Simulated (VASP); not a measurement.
Here is a VASP 6.6.1 calculation.

Contents of INCAR:

```
SYSTEM = BaZrO3
PREC     = Accurate       ! precision mode
ENCUT    = 520            ! plane-wave cutoff, eV
EDIFF    = 1E-6           ! SCF threshold, eV
ISMEAR   = 0              ! smearing method
SIGMA    = 0.01           ! smearing width, eV
LREAL    = .FALSE.        ! projectors in reciprocal space
LASPH    = .TRUE.         ! aspherical terms in the spheres
NELM     = 120            ! most SCF steps
ALGO     = Normal         ! electronic algorithm
ISIF     = 2              ! what is computed and relaxed
LWAVE    = .FALSE.        ! write WAVECAR
LCHARG   = .TRUE.         ! write CHGCAR
GGA      = PS             ! functional
LELF     = .TRUE.         ! ELF
LVHAR    = .TRUE.       
NBANDS   = 51             ! bands
GGA_COMPAT= .FALSE.
```

Contents of KPOINTS:

```
regular mesh
0
G
  1 2 2
  0 0 0
```

The input POSCAR:

```
BaZrO3
1.0
    8.3826800000      0.0000000000      0.0000000000
    0.0000000000      4.1913400000      0.0000000000
    0.0000000000      0.0000000000      4.1913400000
Ba Zr O
2 2 6
Direct
    0.0013078156      0.0018640817      0.0004103700
    0.5050706934     -0.0043728259     -0.0006045799
    0.2448939957      0.4928462019      0.5014277057
    0.7481435531      0.5032855841      0.4938964627
   -0.0047412045      0.5229258423      0.5037357981
    0.2422919639     -0.0020967042      0.5113419575
    0.2508548579      0.5012074897      0.0147439721
    0.4981087194      0.5156544208      0.4959669223
    0.7587308593      0.0077750791      0.5014226954
    0.7397030544      0.4981244662      0.0011158723
```

Potentials or basis: VASP PAW PBE potentials, release 64 (Ba_sv, Zr_sv, O).

Launch:

```bash
$ cat potpaw_PBE.64/Ba_sv/POTCAR potpaw_PBE.64/Zr_sv/POTCAR potpaw_PBE.64/O/POTCAR > POTCAR
$ mpirun -np 1 vasp_std > vasp.out
```

**Question.** Predict the band gap on the k mesh.

**Answer.** 2.94 eV.

**Question.** Estimate the largest force.

**Answer.** 0.568 eV/Å.

**Question.** Predict the pressure.

**Answer.** 1.7 GPa.

Stress tensor (GPa, compression positive):
```
 1.56 -0.05 -0.03
-0.05  1.70  0.02
-0.03  0.02  1.86
```

Caveat: the k points lie up to 0.75 Å⁻¹ apart; the PAW data sets were made with another functional, which shifts forces and pressure a little; spin-orbit coupling is left out, which moves the levels of the heavy elements; an odd mesh through Γ misses points on the zone boundary, where band edges can lie. PBEsol gaps usually lie below the measured ones, often by a third to a half.
